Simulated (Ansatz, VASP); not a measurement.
**HfSiO4 in VASP and in Ansatz**

```
Hf Si O
1.0
     3.20611    0.00000    0.00000
     0.00000    3.20611    0.00000
     0.00000    0.00000    6.20568
Hf Si O
1 1 4
Direct
  0.50000 0.50000 0.50000
  0.00000 0.00000 0.00000
  0.00000 0.00000 0.68005
  0.00000 0.00000 0.31995
  0.50000 0.00000 0.00000
  0.00000 0.50000 0.00000
```

Change from the starting cell: species swapped into the AlTlF4 type (P4/mmm, No. 123).

Alike in both runs: functional PBE; k mesh 6 × 6 × 4; occupations gaussian, width 0.1 eV; no spin polarisation.

Ansatz relaxed the structure, and its values are those at the end. VASP's run is a single point on that final structure, the one shown.

```csv
,VASP,Ansatz
version,VASP 6.6.1,Ansatz 0.2.0
potentials or method,"VASP PAW PBE potentials, release 64 (Hf_pv, Si, O), cutoff 520 eV","scalar-relativistic, plane waves, PAW"
valence electrons in the cell,38,54
```

```csv
,VASP,Ansatz,Ansatz less VASP
gap on the k mesh at the Fermi level (eV),none,none,-
pressure (GPa),-0.7,0.0,+0.71
rms of the force components (eV/Å),0.021,0.000,-0.0211
```

A gap of «none» marks a metal or a gap that the smearing closes. VASP's potentials hold 38 valence electrons a cell and Ansatz's 54, so a difference there can come from the potentials and not from the codes.

Neither program's run includes spin-orbit coupling.
